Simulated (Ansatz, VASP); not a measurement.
Hf4N in VASP and in Ansatz

```xyz
5
Lattice="0.0000 4.5571 4.5571 4.5571 0.0000 4.5571 4.5571 4.5571 0.0000" Properties=species:S:1:pos:R:3 pbc="T T T"
Hf    5.6275    8.0436    5.6275
Hf    8.0436    8.0436    8.0436
Hf    8.0436    5.6275    5.6275
Hf    5.6275    5.6275    8.0436
N     6.8356    6.8356    6.8356
```

Alike in both runs: task relaxation of cell and atoms; functional PBE; k mesh 8 × 8 × 8; occupations gaussian, width 0.1 eV; no spin polarisation.

|  | VASP | Ansatz |
| --- | --- | --- |
| version | VASP 6.6.1 | Ansatz 0.2.0 |
| potentials or method | VASP PAW PBE potentials, release 64 (Hf_pv, N), cutoff 600 eV | scalar-relativistic, plane waves, PAW |
| valence electrons in the cell | 45 | 109 |

|  | VASP | Ansatz | Ansatz less VASP |
| --- | --- | --- | --- |
| gap on the k mesh at the Fermi level, each at its own relaxed structure (eV) | none | none | - |
| relaxed volume (Å³/atom) | 37.66 | 37.87 | +0.213 |
| relaxed cell length with the largest relative difference (Å) | 6.433 | 6.446 | +0.0121 |

A gap of «none» marks a metal or a gap that the smearing closes. VASP's potentials hold 45 valence electrons a cell and Ansatz's 109, so a difference there can come from the potentials and not from the codes.

Neither program's run includes spin-orbit coupling.
